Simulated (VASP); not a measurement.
Write the native input for VASP 6.6.1 that does the following.

```yaml
Task: relaxation of cell and atoms
Functional: PBE
Potentials_or_basis: VASP PAW PBE potentials, release 64 (Si, O)
Cutoff: 600 eV
k_mesh: 8 × 8 × 8
Occupations: gaussian, width 0.1 eV
Spin: no spin polarisation
Dipole_correction: no
Further_INCAR_settings: ALGO = Normal; EDIFF = 1e-06; IBRION = 2; EDIFFG = -0.04; NSW = 90; ISIF = 3
```

The structure of SiO2 lies in POSCAR:

```
SiO2
1.0
   -1.4499688650      1.4499688650      4.7177951357
    1.4499688650     -1.4499688650      4.7177951357
    1.4499688650      1.4499688650     -4.7177951357
Si O
1 2
Direct
    0.0000000000      0.0000000000      0.0000000000
    0.3400000000      0.3400000000      0.0000000000
    0.6600000000      0.6600000000      0.0000000000
```

These files were run (other wordings do the same):

INCAR

```
PREC = Accurate
ENCUT = 600
EDIFF = 1E-6
ISMEAR = 0
SIGMA = 0.1
LREAL = False
LASPH = True
NELM = 80
ALGO = Normal
ISIF = 3
LWAVE = False
LCHARG = False
GGA = PE
IBRION = 2
NSW = 90
EDIFFG = -0.04
```

KPOINTS

```
Automatic mesh
0
Gamma
  8 8 8
```

Potentials or basis: VASP PAW PBE potentials, release 64 (Si, O).

Launch:

```sh
$ cat potpaw_PBE.64/Si/POTCAR potpaw_PBE.64/O/POTCAR > POTCAR
$ mpirun -np 1 vasp_std > vasp.out
```

It gave:

| Item | Value |
| --- | --- |
| Relaxed volume | 10.25 Å³/atom |
| Relaxed cell | a = 5.555 Å, b = 5.555 Å, c = 5.555 Å, α = 154.92°, β = 154.92°, γ = 35.76° |
| Space group after relaxing (to 0.1 Å) | I4/mmm (No. 139) |
| Energy gained by relaxing | 1468.4 meV/atom |
| Ionic steps | 22 |
| Pressure after relaxing | 0.2 GPa |
| Band gap on the k mesh | 0.13 eV (least direct gap 0.48 eV) |

Caveat: the volume moved by over 15 % at a fixed basis, so the end points are rough; semilocal functionals underestimate gaps, and a narrow one can read as zero.

It took 24 min on 1 thread of Intel(R) Xeon(R) Platinum 8175M CPU @ 2.50GHz (Skylake/Cascade Lake), with other jobs on the host, peak memory 0.3 GiB.
